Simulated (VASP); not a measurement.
# Ag (P-3m1) in VASP: further runs

Ag is run at these levels: PBE; tasks: single point, relaxation of cell and atoms.

Everything below comes from runs of VASP 6.6.1. Logs are shortened: lines on timing, memory, paths and dates and some standing lists are left out, and cuts for length are marked.

## Step 1: The cell of the first run

Symmetry: P-3m1, No. 164, trigonal system. Conventional cell: a = 2.758 Å, b = 2.758 Å, c = 13.197 Å, α = 90.00°, β = 90.00°, γ = 120.00°. Ag (site symmetry 3m) has 12 Ag at 2.76 to 3.08 Å within 3.6 Å. Ag (site symmetry -3m) has 12 Ag at 2.76 to 3.08 Å within 3.6 Å. Within 3.6 Å of Ag (site symmetry 3m) lie 12 Ag at 2.76 to 3.08 Å.

## Step 2: Single point, PBE

INCAR reads:

```
SYSTEM = Ag
ALGO     = Fast           ! electronic algorithm
EDIFF    = 1E-7           ! SCF threshold, eV
ENCUT    = 520            ! plane-wave cutoff, eV
GGA      = PE             ! functional
ISIF     = 2              ! what is computed and relaxed
ISMEAR   = 0              ! smearing method
LASPH    = .True.         ! aspherical terms in the spheres
LCHARG   = .False.        ! write CHGCAR
LREAL    = .False.        ! projectors in reciprocal space
LWAVE    = .False.        ! write WAVECAR
NBANDS   = 36             ! bands
NELM     = 60             ! most SCF steps
PREC     = Accurate       ! precision mode
SIGMA    = 0.1            ! smearing width, eV
```

KPOINTS reads:

```
k-points
0
Gamma
  6 6 2
  0 0 0
```

POSCAR reads:

```
Ag
1.0
    2.7579540100      0.0000000000      0.0000000000
   -1.3789770000      2.3884582300      0.0000000000
    0.0000000000      0.0000000000     13.1967406600
Ag
5
Direct
    0.6666666700      0.3333333300      0.8000000000
    0.0000000000      0.0000000000      0.0000000000
    0.3333333300      0.6666666700      0.2000000000
    0.6666666700      0.3333333300      0.4000000000
    0.3333333300      0.6666666700      0.6000000000
```

Potentials or basis: VASP PAW PBE potentials, release 64 (Ag).

On the command line:

```bash
$ cat potpaw_PBE.64/Ag/POTCAR > POTCAR
$ mpirun -np 1 vasp_std > vasp.out
```

OUTCAR:

```text
SYSTEM = Ag
   EDIFF = 1E-7
   ENCUT = 520
   GGA = PE
   ISIF = 2
   ISMEAR = 0
   LASPH = .True.
   LREAL = .False.
   NELM = 60
   PREC = Accurate

 ion  position               nearest neighbor table
   1  0.667  0.333  0.800-   5 3.08   2 3.08   5 3.08   2 3.08   2 3.08   5 3.08
   2  0.000  0.000  0.000-   1 3.08   3 3.08   3 3.08   1 3.08   1 3.08   3 3.08
   3  0.333  0.667  0.200-   4 3.08   2 3.08   4 3.08   2 3.08   2 3.08   4 3.08
   4  0.667  0.333  0.400-   3 3.08   5 3.08   3 3.08   5 3.08   3 3.08   5 3.08
   5  0.333  0.667  0.600-   1 3.08   4 3.08   1 3.08   4 3.08   1 3.08   4 3.08

  LATTYP: Found a hexagonal cell.
 ALAT       =     2.7579540100
 C/A-ratio  =     4.7849748807

  Lattice vectors:

 A1 = (   2.7579540100,   0.0000000000,   0.0000000000)
 A2 = (  -1.3789770000,   2.3884582300,   0.0000000000)
 A3 = (   0.0000000000,   0.0000000000,  13.1967406600)

Analysis of symmetry for initial positions (statically):
=====================================================================
 Subroutine PRICEL returns:
 Original cell was already a primitive cell.

 Routine SETGRP: Setting up the symmetry group for a
 hexagonal supercell.

 Subroutine GETGRP returns: Found 12 space group operations
 (whereof 12 operations were pure point group operations)
 out of a pool of 24 trial point group operations.

The static configuration has the point symmetry D_3d.

Analysis of symmetry for dynamics (positions and initial velocities):
=====================================================================
 Subroutine PRICEL returns:
 Original cell was already a primitive cell.

 Routine SETGRP: Setting up the symmetry group for a
 hexagonal supercell.

 Subroutine GETGRP returns: Found 12 space group operations
 (whereof 12 operations were pure point group operations)
 out of a pool of 24 trial point group operations.

The dynamic configuration has the point symmetry D_3d.

 Subroutine INISYM returns: Found 12 space group operations
 (whereof 12 operations are pure point group operations),
 and found     1 'primitive' translations

----------------------------------------------------------------------------------------

                                     Primitive cell

  volume of cell :      86.9303

  direct lattice vectors                    reciprocal lattice vectors
     2.757954010  0.000000000  0.000000000     0.362587627  0.209340064  0.000000000
    -1.378977000  2.388458230  0.000000000     0.000000000  0.418680129  0.000000000
     0.000000000  0.000000000 13.196740660     0.000000000  0.000000000  0.075776286

  length of vectors
     2.757954010  2.757954003 13.196740660     0.418680128  0.418680129  0.075776286

  position of ions in fractional coordinates (direct lattice)
     0.666666670  0.333333330  0.800000000
     0.000000000  0.000000000  0.000000000
     0.333333330  0.666666670  0.200000000
     0.666666670  0.333333330  0.400000000
     0.333333330  0.666666670  0.600000000

  ion indices of the primitive-cell ions
   primitive index   ion index
                 1           1
                 2           2
                 3           3
                 4           4
                 5           5

----------------------------------------------------------------------------------------

 KPOINTS: k-points

Automatic generation of k-mesh.
 Grid dimensions read from file:
 generate k-points for:    6    6    2

 Generating k-lattice:

  Cartesian coordinates                     Fractional coordinates (reciprocal lattice)
     0.060431271  0.034890011  0.000000000     0.166666667  0.000000000  0.000000000
     0.000000000  0.069780022  0.000000000     0.000000000  0.166666667  0.000000000
     0.000000000  0.000000000  0.037888143     0.000000000  0.000000000  0.500000000

  Length of vectors
     0.069780021  0.069780022  0.037888143

  Shift w.r.t. Gamma in fractional coordinates (k-lattice)
     0.000000000  0.000000000  0.000000000

 Subroutine IBZKPT returns following result:
 ===========================================

 Found     14 irreducible k-points:

 Following reciprocal coordinates:
            Coordinates               Weight
  0.000000  0.000000  0.000000      1.000000
  0.166667 -0.000000  0.000000      6.000000
  0.333333  0.000000  0.000000      6.000000
  0.500000 -0.000000  0.000000      3.000000
  0.166667  0.166667  0.000000      6.000000
  0.333333  0.166667  0.000000     12.000000
  0.333333  0.333333  0.000000      2.000000
  0.000000  0.000000  0.500000      1.000000
  0.166667 -0.000000  0.500000      6.000000
  0.333333  0.000000  0.500000      6.000000
  0.500000 -0.000000  0.500000      3.000000
  0.166667  0.166667  0.500000      6.000000
  0.333333  0.166667  0.500000     12.000000
  0.333333  0.333333  0.500000      2.000000
   k-points           NKPTS =     14   k-points in BZ     NKDIM =     14   number of bands    NBANDS=     36
   number of dos      NEDOS =    301   number of ions     NIONS =      5
   total plane-waves  NPLWV =  56448
   dimension x,y,z NGX =    24 NGY =   24 NGZ =   98
   dimension x,y,z NGXF=    48 NGYF=   48 NGZF=  196
   ions per type =               5
   NGX,Y,Z   is equivalent  to a cutoff of  14.47, 14.47, 12.35 a.u.
   NGXF,Y,Z  is equivalent  to a cutoff of  28.93, 28.93, 24.69 a.u.
 SYSTEM =  Ag
   PREC   = accura    normal or accurate (medium, high low for compatibility)
   ISTART =      0    job   : 0-new  1-cont  2-samecut
   ICHARG =      2    charge: 1-file 2-atom 10-const
   ISPIN  =      1    spin polarized calculation?
   LNONCOLLINEAR =      F non collinear calculations
   LSORBIT =      F    spin-orbit coupling
   LASPH  =      T    aspherical Exc in radial PAW
   ENCUT  =  520.0 eV  38.22 Ry    6.18 a.u.   5.13  5.13 24.54*2*pi/ulx,y,z
   NELM   =     60;   NELMIN=  2; NELMDL= -5     # of ELM steps
   EDIFF  = 0.1E-06   stopping-criterion for ELM
   LREAL  =      F    real-space projection
   EDIFFG = 0.1E-05   stopping-criterion for IOM
   NSW    =      0    number of steps for IOM
   IBRION =     -1    ionic relax: 0-MD 1-quasi-New 2-CG
   NFREE  =      0    steps in history (QN), initial steepest desc. (CG)
   ISIF   =      2    stress and relaxation
   ISYM   =      2    0-nonsym 1-usesym 2-fastsym
   POTIM  = 0.5000    time-step for ionic-motion
   TEBEG  =    0.0;   TEEND  =   0.0 temperature during run
   PSTRESS=    0.0 pullay stress
   NELECT =      55.0000    total number of electrons
   NUPDOWN=      -1.0000    fix difference up-down
   EMIN   =  10.00;   EMAX   =-10.00  energy-range for DOS
   EFERMI =   0.00;   METHOD = LEGACY
   ISMEAR =     0;   SIGMA  =   0.10  broadening in eV -4-tet -1-fermi 0-gaus
   EFERMI_NEDOS =   21; number of points for ismear=-14 and -15
   IALGO  =     68    algorithm
   IMIX   =      4    mixing-type and parameters
     AMIX     =   0.40;   BMIX     =  1.00
     AMIX_MAG =   1.60;   BMIX_MAG =  1.00
  volume/ion in A,a.u.               =      17.39       117.33
  Fermi-wavevector in a.u.,A,eV,Ry     =   1.405417  2.655853 26.874195  1.975198
  Thomas-Fermi vector in A             =   2.527880
   LORBIT       =      0    0 simple, 1 ext, 2 COOP (PROOUT), +10 PAW based schemes
   GGA     = PE    functional components
   LHFCALC =     F    Hartree Fock is set to
   AEXX    =    0.0000 exact exchange contribution
   IVDW    =     0    specifies the selected vdW correction
   LEPSILON=     F    determine dielectric tensor
   LRPA    =     F    only Hartree local field effects (RPA)
 non-spin polarized calculation
 RMM-DIIS sequential band-by-band and
 Gauss-broadening in eV      SIGMA  =   0.10
  energy-cutoff  :      520.00
  volume of cell :       86.93
 maximum number of plane-waves:      2357
 NGX is ok and might be reduce to    24
   NGX = 11   NGY = 11   NGZ = 49

 number of electron      54.9999996 magnetization

 Free energy of the ion-electron system (eV)
  ---------------------------------------------------
  ext. energy  EPLUGINS =         0.00000000
  ---------------------------------------------------
  free energy    TOTEN  =       -12.83591218 eV

  energy without entropy =      -12.81810942  energy(sigma->0) =      -12.82701080

 E-fermi :   8.4769     XC(G=0): -12.0720

 val. band max:        8.4767778384   @ k =   0.3333   0.1667   0.5000
 cond. band min:       8.5032963136   @ k =   0.5000  -0.0000   0.0000
 fundamental gap:      0.0265184752
 Fermi energy:         8.4768679293

 k-point     1 :       0.0000    0.0000    0.0000
  band No.  band energies     occupation
      1       0.5142      2.00000
      2       1.2109      2.00000
      3       1.2156      2.00000
      4       1.6015      2.00000
      5       1.6043      2.00000
      6       2.8106      2.00000
[... 28 lines left out ...]
     35      22.0619      0.00000
     36      25.0319      0.00000

 k-point     2 :       0.1667   -0.0000    0.0000
  band No.  band energies     occupation
      1       1.3358      2.00000
      2       1.9247      2.00000
      3       1.9493      2.00000
      4       2.1250      2.00000
      5       2.1718      2.00000
      6       2.9207      2.00000
[... 28 lines left out ...]
     35      22.2097      0.00000
     36      22.9734      0.00000

 k-point     3 :       0.3333    0.0000    0.0000
  band No.  band energies     occupation
      1       1.9389      2.00000
      2       2.0229      2.00000
      3       2.0329      2.00000
      4       2.0538      2.00000
      5       2.1571      2.00000
      6       2.4475      2.00000
[... 28 lines left out ...]
     35      17.0497      0.00000
     36      18.8812      0.00000
[... 352 lines left out ...]
 k-point    13 :       0.3333    0.1667    0.5000
  band No.  band energies     occupation
      1       2.2258      2.00000
      2       2.2843      2.00000
      3       2.3207      2.00000
      4       2.3484      2.00000
      5       2.4032      2.00000
      6       2.5072      2.00000
[... 28 lines left out ...]
     35      16.0553      0.00000
     36      17.7031      0.00000

 k-point    14 :       0.3333    0.3333    0.5000
  band No.  band energies     occupation
      1       2.7167      2.00000
      2       2.7743      2.00000
      3       2.7743      2.00000
      4       2.8420      2.00000
      5       3.0532      2.00000
      6       3.0532      2.00000
[... 28 lines left out ...]
     35      15.0546      0.00000
     36      15.1378      0.00000

------------------------ aborting loop because EDIFF is reached ----------------------------------------

  FORCE on cell =-STRESS in cart. coord.  units (eV):
  Direction    XX          YY          ZZ          XY          YZ          ZX
  --------------------------------------------------------------------------------------
  -------------------------------------------------------------------------------------
  Total        7.4697158      7.4697157     -4.2840656      0.0000000      0.0000000     -0.0000000
  in kB      137.6712663    137.6712657    -78.9578555      0.0000003      0.0000000     -0.0000000
  external PRESSURE =      65.4615588 kB  Pullay stress =       0.0000000 kB

 VOLUME and BASIS-vectors are now :
 -----------------------------------------------------------------------------
  energy-cutoff  :      520.00
  volume of cell :       86.93
      direct lattice vectors                 reciprocal lattice vectors
     2.757954010  0.000000000  0.000000000     0.362587627  0.209340064  0.000000000
    -1.378977000  2.388458230  0.000000000     0.000000000  0.418680129  0.000000000
     0.000000000  0.000000000 13.196740660     0.000000000  0.000000000  0.075776286

 POSITION                                       TOTAL-FORCE (eV/Angst)
 -----------------------------------------------------------------------------------
      1.37898      0.79615     10.55739        -0.000000      0.000000      0.010957
      0.00000      0.00000      0.00000        -0.000000      0.000000     -0.000000
     -0.00000      1.59231      2.63935         0.000000      0.000000     -0.010957
      1.37898      0.79615      5.27870         0.000000     -0.000000     -0.006737
     -0.00000      1.59231      7.91804        -0.000000      0.000000      0.006737
 -----------------------------------------------------------------------------------
    total drift:                               -0.000000     -0.000000      0.000000

  FREE ENERGIE OF THE ION-ELECTRON SYSTEM (eV)
  ---------------------------------------------------
  free  energy   TOTEN  =       -12.8359121826 eV

  energy  without entropy=      -12.8181094153  energy(sigma->0) =      -12.82701080
```

Wall time 78 s (1 thread of Intel Xeon Platinum 8259CL at 2.50GHz (Skylake/Cascade Lake), shared host); peak memory 0.22 GiB.

What came out:

* Free energy: -12.8359 eV
* Pressure: 6.5 GPa
* Largest force: 0.011 eV/Å

Forces on the atoms (eV/Å):
```
Ag   0.000  0.000  0.011
Ag   0.000  0.000  0.000
Ag   0.000  0.000 -0.011
Ag   0.000  0.000 -0.007
Ag   0.000  0.000  0.007
```

Stress tensor (GPa, compression positive):
```
13.77  0.00  0.00
 0.00 13.77  0.00
 0.00  0.00 -7.90
```

Levels at points of the mesh, in eV from the Fermi level:
```
           k point  band 26  band 27  band 28  band 29  band 30  band 31
(0.00, 0.00, 0.00)    -3.46    -3.43    -3.43    -2.92    -2.92     2.95
(0.50, 0.00, 0.00)     0.03     0.32     1.15     1.22     1.62     4.17
(0.00, 0.00, 0.50)    -3.57    -3.57    -3.39    -3.39    -1.61     1.20
(0.50, 0.00, 0.50)    -0.03     0.64     0.74     1.37     1.62     4.28
```

Caveat: the k points lie up to 0.44 Å⁻¹ apart.

## Step 3: Single point, PBE

This run uses another cell than the first one, of 18.01 Å³/atom, 1.036 times its volume.

INCAR reads:

```
SYSTEM = Ag
ALGO = Fast
EDIFF = 1E-6
ENCUT = 520
GGA = PE
ISIF = 2
ISMEAR = 0
LASPH = .TRUE.
LCHARG = .FALSE.
LREAL = .FALSE.
LWAVE = .FALSE.
NBANDS = 36
NELM = 100
PREC = Accurate
SIGMA = 0.1
```

KPOINTS reads:

```
k-points
0
G
  6 6 2
  0 0 0
```

POSCAR reads:

```
Ag
1.0
    2.9258522504     -0.0000000031      0.0000000000
   -1.4629261226      2.5338623781      0.0000000000
    0.0000000000      0.0000000000     12.1435731024
Ag
5
Direct
    0.6666666667      0.3333333333      0.8001594221
    0.0000000000      0.0000000000      0.0000000000
    0.3333333333      0.6666666667      0.1998405779
    0.6666666667      0.3333333333      0.3999184861
    0.3333333333      0.6666666667      0.6000815139
```

Potentials or basis: VASP PAW PBE potentials, release 64 (Ag).

On the command line:

```bash
$ cat potpaw_PBE.64/Ag/POTCAR > POTCAR
$ mpirun -np 1 vasp_std > vasp.out
```

OUTCAR:

```text
SYSTEM = Ag
   EDIFF = 1E-6
   ENCUT = 520
   GGA = PE
   ISIF = 2
   ISMEAR = 0
   LASPH = .TRUE.
   LREAL = .FALSE.
   NELM = 100
   PREC = Accurate

 ion  position               nearest neighbor table
   1  0.667  0.333  0.800-   2 2.96   2 2.96   2 2.96   5 2.96   5 2.96   5 2.96
   2  0.000  0.000  0.000-   1 2.96   3 2.96   1 2.96   3 2.96   1 2.96   3 2.96
   3  0.333  0.667  0.200-   2 2.96   2 2.96   2 2.96   4 2.96   4 2.96   4 2.96
   4  0.667  0.333  0.400-   3 2.96   3 2.96   3 2.96   5 2.96   5 2.96   5 2.96
   5  0.333  0.667  0.600-   1 2.96   1 2.96   1 2.96   4 2.96   4 2.96   4 2.96

  LATTYP: Found a hexagonal cell.
 ALAT       =     2.9258522504
 C/A-ratio  =     4.1504396200

  Lattice vectors:

 A1 = (   2.9258522504,  -0.0000000031,   0.0000000000)
 A2 = (  -1.4629261226,   2.5338623781,   0.0000000000)
 A3 = (   0.0000000000,   0.0000000000,  12.1435731024)

Analysis of symmetry for initial positions (statically):
=====================================================================
 Subroutine PRICEL returns:
 Original cell was already a primitive cell.

 Routine SETGRP: Setting up the symmetry group for a
[... 166 lines left out ...]

 val. band max:        7.4553319452   @ k =   0.3333   0.1667   0.5000
 cond. band min:       7.6536808887   @ k =   0.5000   0.0000   0.5000
 fundamental gap:      0.1983489435
 Fermi energy:         7.4987494871

 k-point     1 :       0.0000    0.0000    0.0000
  band No.  band energies     occupation
      1       0.3211      2.00000
      2       1.3062      2.00000
      3       1.3064      2.00000
      4       1.6709      2.00000
      5       1.6727      2.00000
      6       3.0333      2.00000
[... 535 lines left out ...]
     35      14.0460      0.00000
     36      14.0472      0.00000

------------------------ aborting loop because EDIFF is reached ----------------------------------------

  FORCE on cell =-STRESS in cart. coord.  units (eV):
  Direction    XX          YY          ZZ          XY          YZ          ZX
  --------------------------------------------------------------------------------------
  -------------------------------------------------------------------------------------
  Total       -0.0120166     -0.0120166     -0.0781573      0.0000000      0.0000000      0.0000000
  in kB       -0.2138499     -0.2138499     -1.3909070      0.0000000      0.0000000      0.0000000
  external PRESSURE =      -0.6062022 kB  Pullay stress =       0.0000000 kB

 VOLUME and BASIS-vectors are now :
 -----------------------------------------------------------------------------
  energy-cutoff  :      520.00
  volume of cell :       90.03
      direct lattice vectors                 reciprocal lattice vectors
     2.925852250 -0.000000003  0.000000000     0.341780758  0.197327212  0.000000000
    -1.462926123  2.533862378  0.000000000     0.000000000  0.394654425  0.000000000
     0.000000000  0.000000000 12.143573102     0.000000000  0.000000000  0.082348086

 POSITION                                       TOTAL-FORCE (eV/Angst)
 -----------------------------------------------------------------------------------
      1.46293      0.84462      9.71679         0.000000     -0.000000     -0.000394
      0.00000      0.00000      0.00000         0.000000      0.000000      0.000000
      0.00000      1.68924      2.42678         0.000000     -0.000000      0.000394
      1.46293      0.84462      4.85644        -0.000000      0.000000     -0.002106
      0.00000      1.68924      7.28713        -0.000000      0.000000      0.002106
 -----------------------------------------------------------------------------------
    total drift:                                0.000000      0.000000      0.000000

  FREE ENERGIE OF THE ION-ELECTRON SYSTEM (eV)
  ---------------------------------------------------
  free  energy   TOTEN  =       -13.4119139513 eV

  energy  without entropy=      -13.4007870111  energy(sigma->0) =      -13.40635048
```

Run time: 45 s. Hardware: 1 thread of Intel Xeon Platinum 8259CL at 2.50GHz (Skylake/Cascade Lake), shared host; peak memory 0.22 GiB.

What came out:

```yaml
Free_energy: -13.4119 eV
Pressure: -0.1 GPa
```

Forces in eV/Å, atoms in the order of the input:
```
Ag   0.000  0.000  0.000
Ag   0.000  0.000  0.000
Ag   0.000  0.000  0.000
Ag   0.000  0.000 -0.002
Ag   0.000  0.000  0.002
```

Caveat: the k points lie up to 0.41 Å⁻¹ apart.

(Continued in part 2 of 2.)
